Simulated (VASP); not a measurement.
Set up this calculation in VASP 6.6.1, as the native input.

* Task: single point
* Functional: PBE
* Potentials or basis: VASP PAW PBE potentials, release 64 (Hf_pv, O)
* Cutoff: 520 eV
* k mesh: 4 × 4 × 4
* Occupations: gaussian, width 0.1 eV
* Spin: no spin polarisation
* Dipole correction: no
* Further INCAR settings: ALGO = Normal; EDIFF = 1e-06; NBANDS = 56

The structure of HfO2 (pbe) lies in POSCAR:

```
HfO2
1.0
    5.2871853477      0.0000000000      0.0000000000
    0.0000000000      5.0689700655      0.0000000000
    0.0000000000      0.0000000000      5.0957508485
Hf O
4 8
Direct
    0.0329591461      0.2669630450      0.2413460828
    0.4670408539      0.2669630450      0.7413460828
    0.5329591461      0.7330369550      0.2413460828
    0.9670408539      0.7330369550      0.7413460828
    0.3669317529      0.0699308854      0.3802922506
    0.1330682471      0.0699308854      0.8802922506
    0.7326657120      0.4607918144      0.4913616666
    0.7673342880      0.4607918144      0.9913616666
    0.2673342880      0.5392081856      0.9913616666
    0.2326657120      0.5392081856      0.4913616666
    0.8669317529      0.9300691146      0.3802922506
    0.6330682471      0.9300691146      0.8802922506
```

The input as run:

INCAR

```
ALGO     = Normal         # electronic algorithm
EDIFF    = 1E-6           # SCF threshold, eV
ENCUT    = 520            # plane-wave cutoff, eV
GGA      = PE             # functional
ISIF     = 2              # what is computed and relaxed
ISMEAR   = 0              # smearing method
LASPH    = T              # aspherical terms in the spheres
LCHARG   = F              # write CHGCAR
LREAL    = F              # projectors in reciprocal space
LWAVE    = F              # write WAVECAR
NBANDS   = 56             # bands
NELM     = 60             # most SCF steps
PREC     = Accurate       # precision mode
SIGMA    = 0.1            # smearing width, eV
```

KPOINTS

```
k-points
0
Gamma
  4 4 4
```

Potentials or basis: VASP PAW PBE potentials, release 64 (Hf_pv, O).

The run is started by

```bash
$ cat potpaw_PBE.64/Hf_pv/POTCAR potpaw_PBE.64/O/POTCAR > POTCAR
$ mpirun -np 1 vasp_std > vasp.out
```

It gave:

| Property | Result |
| --- | --- |
| Pressure | -3.1 GPa |
| Largest force | 0.084 eV/Å |
| Band gap on the k mesh | 4.34 eV, indirect (least direct gap 4.54 eV) |

Caveat: spin-orbit coupling is left out, which moves the levels of the heavy elements.

It took 4.6 min on 1 thread of Oxide Virtual Turin-like Processor, with other jobs on the host, peak memory 0.29 GiB.
